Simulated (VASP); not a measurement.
# AlNi (Pm-3m) in VASP: settings compared

The runs below take AlNi through single point, with PBEsol, PBEsol-based global hybrid with 25 % exact exchange, PBEsol-based screened hybrid with 25 % exact exchange.

All numbers are computed with VASP 6.6.1; they aren't measurements. Logs are shortened: lines on timing, memory, paths and dates and some standing lists are left out, and cuts for length are marked.

## (1) The cell of the first run

The structure is cubic, space group Pm-3m (No. 221). Conventional cell: a = 2.881 Å, b = 2.881 Å, c = 2.881 Å, α = 90.00°, β = 90.00°, γ = 90.00°. Within 3.3 Å of Ni (site symmetry m-3m) lie 8 Al at 2.50 Å and 6 Ni at 2.88 Å. Within 3.3 Å of Al (site symmetry m-3m) lie 8 Ni at 2.50 Å and 6 Al at 2.88 Å.

## (2) Single point, PBEsol, collinear spin, ferromagnetic start

INCAR

```
ALGO = Normal ; EDIFF = 1E-6
ENCUT = 520 ; GGA = PS
ISIF = 2 ; ISMEAR = -1
ISPIN = 2 ; LASPH = T
LCHARG = F ; LMAXMIX = 4
LORBIT = 11 ; LREAL = F
LWAVE = F ; MAGMOM = 1 0
NBANDS = 18 ; NELM = 150
NUPDOWN = 1.0 ; PREC = Accurate
SIGMA = 0.05
```

KPOINTS

```
k-points
0
Gamma
  8 8 8
```

POSCAR

```
AlNi
1.0
    2.8810000000      0.0000000000      0.0000000000
    0.0000000000      2.8810000000      0.0000000000
    0.0000000000      0.0000000000      2.8810000000
Ni Al
1 1
Direct
    0.5000000000      0.5000000000      0.5000000000
    0.0000000000      0.0000000000      0.0000000000
```

Potentials or basis: VASP PAW PBE potentials, release 64 (Ni, Al).

Run with:

```
> cat potpaw_PBE.64/Ni/POTCAR potpaw_PBE.64/Al/POTCAR > POTCAR
> mpirun -np 1 vasp_std > vasp.out
```

OUTCAR:

```text
EDIFF = 1E-6
   ENCUT = 520
   GGA = PS
   ISIF = 2
   ISMEAR = -1
   ISPIN = 2
   LASPH = T
   LORBIT = 11
   LREAL = F
   NELM = 150
   NUPDOWN = 1.0
   PREC = Accurate

 ion  position               nearest neighbor table
   1  0.500  0.500  0.500-   2 2.50   2 2.50   2 2.50   2 2.50   2 2.50   2 2.50   2 2.50   2 2.50

   2  0.000  0.000  0.000-   1 2.50   1 2.50   1 2.50   1 2.50   1 2.50   1 2.50   1 2.50   1 2.50

  LATTYP: Found a simple cubic cell.
 ALAT       =     2.8810000000

  Lattice vectors:

 A1 = (   2.8810000000,   0.0000000000,   0.0000000000)
 A2 = (   0.0000000000,   2.8810000000,   0.0000000000)
 A3 = (   0.0000000000,   0.0000000000,   2.8810000000)

Analysis of symmetry for initial positions (statically):
=====================================================================
 Subroutine PRICEL returns:
 Original cell was already a primitive cell.

 Routine SETGRP: Setting up the symmetry group for a
 simple cubic supercell.

 Subroutine GETGRP returns: Found 48 space group operations
 (whereof 48 operations were pure point group operations)
 out of a pool of 48 trial point group operations.

The static configuration has the point symmetry O_h .

Analysis of symmetry for dynamics (positions and initial velocities):
=====================================================================
 Subroutine PRICEL returns:
 Original cell was already a primitive cell.

 Routine SETGRP: Setting up the symmetry group for a
 simple cubic supercell.

 Subroutine GETGRP returns: Found 48 space group operations
 (whereof 48 operations were pure point group operations)
 out of a pool of 48 trial point group operations.

The dynamic configuration has the point symmetry O_h .

Analysis of structural, dynamic, and magnetic symmetry:
=====================================================================
 Subroutine PRICEL returns:
 Original cell was already a primitive cell.

 Routine SETGRP: Setting up the symmetry group for a
 simple cubic supercell.

 Subroutine GETGRP returns: Found 48 space group operations
 (whereof 48 operations were pure point group operations)
 out of a pool of 48 trial point group operations.

The overall configuration has the point symmetry O_h .

 Subroutine INISYM returns: Found 48 space group operations
 (whereof 48 operations are pure point group operations),
 and found     1 'primitive' translations

----------------------------------------------------------------------------------------

                                     Primitive cell

  volume of cell :      23.9128

  direct lattice vectors                    reciprocal lattice vectors
     2.881000000  0.000000000  0.000000000     0.347101701  0.000000000  0.000000000
     0.000000000  2.881000000  0.000000000     0.000000000  0.347101701  0.000000000
     0.000000000  0.000000000  2.881000000     0.000000000  0.000000000  0.347101701

  length of vectors
     2.881000000  2.881000000  2.881000000     0.347101701  0.347101701  0.347101701

  position of ions in fractional coordinates (direct lattice)
     0.500000000  0.500000000  0.500000000
     0.000000000  0.000000000  0.000000000

  ion indices of the primitive-cell ions
   primitive index   ion index
                 1           1
                 2           2

----------------------------------------------------------------------------------------

 KPOINTS: k-points

Automatic generation of k-mesh.
 Grid dimensions read from file:
 generate k-points for:    8    8    8

 Generating k-lattice:

  Cartesian coordinates                     Fractional coordinates (reciprocal lattice)
     0.043387713  0.000000000  0.000000000     0.125000000  0.000000000  0.000000000
     0.000000000  0.043387713  0.000000000     0.000000000  0.125000000  0.000000000
     0.000000000  0.000000000  0.043387713     0.000000000  0.000000000  0.125000000

  Length of vectors
     0.043387713  0.043387713  0.043387713

  Shift w.r.t. Gamma in fractional coordinates (k-lattice)
     0.000000000  0.000000000  0.000000000

 Subroutine IBZKPT returns following result:
 ===========================================

 Found     35 irreducible k-points:

 Following reciprocal coordinates:
            Coordinates               Weight
  0.000000  0.000000  0.000000      1.000000
  0.125000  0.000000  0.000000      6.000000
  0.250000  0.000000  0.000000      6.000000
  0.375000  0.000000  0.000000      6.000000
  0.500000  0.000000  0.000000      3.000000
  0.125000  0.125000  0.000000     12.000000
[... 16 lines left out ...]
  0.375000  0.375000  0.125000     24.000000
  0.500000  0.375000  0.125000     24.000000
 [... further k-points ...]
   k-points           NKPTS =     35   k-points in BZ     NKDIM =     35   number of bands    NBANDS=     18
   number of dos      NEDOS =    301   number of ions     NIONS =      2
   total plane-waves  NPLWV =  13824
   dimension x,y,z NGX =    24 NGY =   24 NGZ =   24
   dimension x,y,z NGXF=    48 NGYF=   48 NGZF=   48
   ions per type =               1   1
   NGX,Y,Z   is equivalent  to a cutoff of  13.85, 13.85, 13.85 a.u.
   NGXF,Y,Z  is equivalent  to a cutoff of  27.70, 27.70, 27.70 a.u.
 SYSTEM =  unknown system
   PREC   = accura    normal or accurate (medium, high low for compatibility)
   ISTART =      0    job   : 0-new  1-cont  2-samecut
   ICHARG =      2    charge: 1-file 2-atom 10-const
   ISPIN  =      2    spin polarized calculation?
   LNONCOLLINEAR =      F non collinear calculations
   LSORBIT =      F    spin-orbit coupling
   LASPH  =      T    aspherical Exc in radial PAW
   ENCUT  =  520.0 eV  38.22 Ry    6.18 a.u.   5.36  5.36  5.36*2*pi/ulx,y,z
   NELM   =    150;   NELMIN=  2; NELMDL= -5     # of ELM steps
   EDIFF  = 0.1E-05   stopping-criterion for ELM
   LREAL  =      F    real-space projection
   EDIFFG = 0.1E-04   stopping-criterion for IOM
   NSW    =      0    number of steps for IOM
   IBRION =     -1    ionic relax: 0-MD 1-quasi-New 2-CG
   NFREE  =      0    steps in history (QN), initial steepest desc. (CG)
   ISIF   =      2    stress and relaxation
   ISYM   =      2    0-nonsym 1-usesym 2-fastsym
   POTIM  = 0.5000    time-step for ionic-motion
   TEBEG  =    0.0;   TEEND  =   0.0 temperature during run
   PSTRESS=    0.0 pullay stress
   NELECT =      13.0000    total number of electrons
   NUPDOWN=       1.0000    fix difference up-down
   EMIN   =  10.00;   EMAX   =-10.00  energy-range for DOS
   EFERMI =   0.00;   METHOD = LEGACY
   ISMEAR =    -1;   SIGMA  =   0.05  broadening in eV -4-tet -1-fermi 0-gaus
   EFERMI_NEDOS =   21; number of points for ismear=-14 and -15
   IALGO  =     38    algorithm
   IMIX   =      4    mixing-type and parameters
     AMIX     =   0.40;   BMIX     =  1.00
     AMIX_MAG =   1.60;   BMIX_MAG =  1.00
  volume/ion in A,a.u.               =      11.96        80.69
  Fermi-wavevector in a.u.,A,eV,Ry     =   1.336122  2.524904 24.289410  1.785221
  Thomas-Fermi vector in A             =   2.464773
   LORBIT       =     11    0 simple, 1 ext, 2 COOP (PROOUT), +10 PAW based schemes
   GGA     = PS    functional components
   LHFCALC =     F    Hartree Fock is set to
   AEXX    =    0.0000 exact exchange contribution
   IVDW    =     0    specifies the selected vdW correction
   LEPSILON=     F    determine dielectric tensor
   LRPA    =     F    only Hartree local field effects (RPA)
 spin polarized calculation
  energy-cutoff  :      520.00
  volume of cell :       23.91
 maximum number of plane-waves:       660
 NGX is ok and might be reduce to    24
   NGX = 11   NGY = 11   NGZ = 11

 number of electron      13.0000014 magnetization       1.0000003

 Free energy of the ion-electron system (eV)
  ---------------------------------------------------
  ext. energy  EPLUGINS =         0.00000000
  ---------------------------------------------------
  free energy    TOTEN  =       -11.05944360 eV

  energy without entropy =      -11.05029451  energy(sigma->0) =      -11.05486905

 E-fermi :   9.2624     XC(G=0): -12.1769

 val. band max:       11.5658405123   @ k =   0.3750   0.3750   0.0000
 cond. band min:       9.2759412370   @ k =   0.5000   0.3750   0.1250
 fundamental gap:     -2.2898992753
 Fermi energy:        11.5816293737

 spin component 1

 k-point     1 :       0.0000    0.0000    0.0000
  band No.  band energies     occupation
      1      -1.3794      1.00000
      2       5.9893      1.00000
      3       5.9893      1.00000
      4       7.7766      1.00000
      5       7.7766      1.00000
      6       7.7766      1.00000
[... 10 lines left out ...]
     17      33.1140      0.00000
     18      33.1140      0.00000

 k-point     2 :       0.1250    0.0000    0.0000
  band No.  band energies     occupation
      1      -1.0922      1.00000
      2       5.9827      1.00000
      3       6.0475      1.00000
      4       7.6667      1.00000
      5       7.6667      1.00000
      6       7.7887      1.00000
[... 10 lines left out ...]
     17      31.9946      0.00000
     18      34.0405      0.00000

 k-point     3 :       0.2500    0.0000    0.0000
  band No.  band energies     occupation
      1      -0.2440      1.00000
      2       5.7612      1.00000
      3       6.1917      1.00000
      4       7.4222      1.00000
      5       7.4222      1.00000
      6       7.8181      1.00000
[... 412 lines left out ...]
 k-point    23 :       0.3750    0.3750    0.1250
  band No.  band energies     occupation
      1       3.4096      1.00000
      2       5.6246      1.00000
      3       6.3271      1.00000
      4       6.8237      1.00000
      5       7.4352      1.00000
      6       7.4687      1.00000
[... 10 lines left out ...]
     17      32.0395      0.00000
     18      36.7356      0.00000

 k-point    24 :       0.5000    0.3750    0.1250
  band No.  band energies     occupation
      1       4.1786      1.00000
      2       5.3349      1.00000
      3       6.4120      1.00000
      4       6.7060      1.00000
      5       7.4744      1.00000
      6       7.9004      1.00000
[... 10 lines left out ...]
     17      33.7652      0.00000
     18      36.3069      0.00000

 [... further k-points ...]

 spin component 2

 k-point     1 :       0.0000    0.0000    0.0000
  band No.  band energies     occupation
      1      -1.0638      1.00000
      2       6.7861      1.00000
      3       6.7861      1.00000
      4       8.2845      1.00000
      5       8.2845      1.00000
      6       8.2845      1.00000
[... 10 lines left out ...]
     17      33.4209      0.00000
     18      33.4209      0.00000

 k-point     2 :       0.1250    0.0000    0.0000
  band No.  band energies     occupation
      1      -0.7765      1.00000
      2       6.7553      1.00000
      3       6.8512      1.00000
      4       8.1705      1.00000
      5       8.1705      1.00000
      6       8.2970      1.00000
[... 10 lines left out ...]
     17      32.3202      0.00000
     18      34.3545      0.00000

 k-point     3 :       0.2500    0.0000    0.0000
  band No.  band energies     occupation
      1       0.0725      1.00000
      2       6.4120      1.00000
      3       7.0135      1.00000
      4       7.9180      1.00000
      5       7.9180      1.00000
      6       8.3272      1.00000
[... 412 lines left out ...]
 k-point    23 :       0.3750    0.3750    0.1250
  band No.  band energies     occupation
      1       3.7472      1.00000
      2       6.0985      1.00000
      3       6.7921      1.00000
      4       7.4725      1.00000
      5       8.0314      1.00000
      6       8.0778      1.00000
[... 10 lines left out ...]
     17      32.3379      0.00000
     18      37.1053      0.00000

 k-point    24 :       0.5000    0.3750    0.1250
  band No.  band energies     occupation
      1       4.5445      1.00000
      2       5.7598      1.00000
      3       6.8318      1.00000
      4       7.3773      1.00000
      5       8.0940      1.00000
      6       8.3365      1.00000
[... 10 lines left out ...]
     17      34.0536      0.00000
     18      36.7006      0.00000

 [... further k-points ...]

------------------------ aborting loop because EDIFF is reached ----------------------------------------

  FORCE on cell =-STRESS in cart. coord.  units (eV):
  Direction    XX          YY          ZZ          XY          YZ          ZX
  --------------------------------------------------------------------------------------
  -------------------------------------------------------------------------------------
  Total        0.0981499      0.0981499      0.0981499      0.0000000      0.0000000      0.0000000
  in kB        6.5761362      6.5761362      6.5761362      0.0000000      0.0000000      0.0000000
  external PRESSURE =       6.5761362 kB  Pullay stress =       0.0000000 kB

 VOLUME and BASIS-vectors are now :
 -----------------------------------------------------------------------------
  energy-cutoff  :      520.00
  volume of cell :       23.91
      direct lattice vectors                 reciprocal lattice vectors
     2.881000000  0.000000000  0.000000000     0.347101701  0.000000000  0.000000000
     0.000000000  2.881000000  0.000000000     0.000000000  0.347101701  0.000000000
     0.000000000  0.000000000  2.881000000     0.000000000  0.000000000  0.347101701

 POSITION                                       TOTAL-FORCE (eV/Angst)
 -----------------------------------------------------------------------------------
      1.44050      1.44050      1.44050         0.000000      0.000000      0.000000
      0.00000      0.00000      0.00000         0.000000      0.000000      0.000000
 -----------------------------------------------------------------------------------
    total drift:                                0.000000      0.000000     -0.000000

  FREE ENERGIE OF THE ION-ELECTRON SYSTEM (eV)
  ---------------------------------------------------
  free  energy   TOTEN  =       -11.0594435968 eV

  energy  without entropy=      -11.0502945077  energy(sigma->0) =      -11.05486905

 total charge

# of ion       s       p       d       tot
------------------------------------------
    1        0.488   0.556   8.395   9.439
    2        0.382   0.418   0.000   0.799
--------------------------------------------------
tot          0.870   0.974   8.395  10.238

 magnetization (x)

# of ion       s       p       d       tot
------------------------------------------
    1        0.045   0.090   0.605   0.739
    2        0.010   0.051   0.000   0.062
--------------------------------------------------
tot          0.055   0.141   0.605   0.801
```

Run time: 19 s. Hardware: 1 thread of Intel Xeon Platinum 8488C (Sapphire Rapids), shared host; peak memory 0.16 GiB.

Results:

| Property | Result |
| --- | --- |
| Free energy | -11.0594 eV |
| Pressure | 0.7 GPa |
| Net moment | 1.00 μB per cell |
| Site moments | Ni +0.74; Al +0.06 μB |
| Valence electrons inside the program's atomic spheres | Ni 9.44; Al 0.80 |

Caveat: the PAW data sets were made with another functional, which shifts forces and pressure a little; the total moment is fixed, so each spin has its own Fermi level.

(Continued in part 2 of 2.)
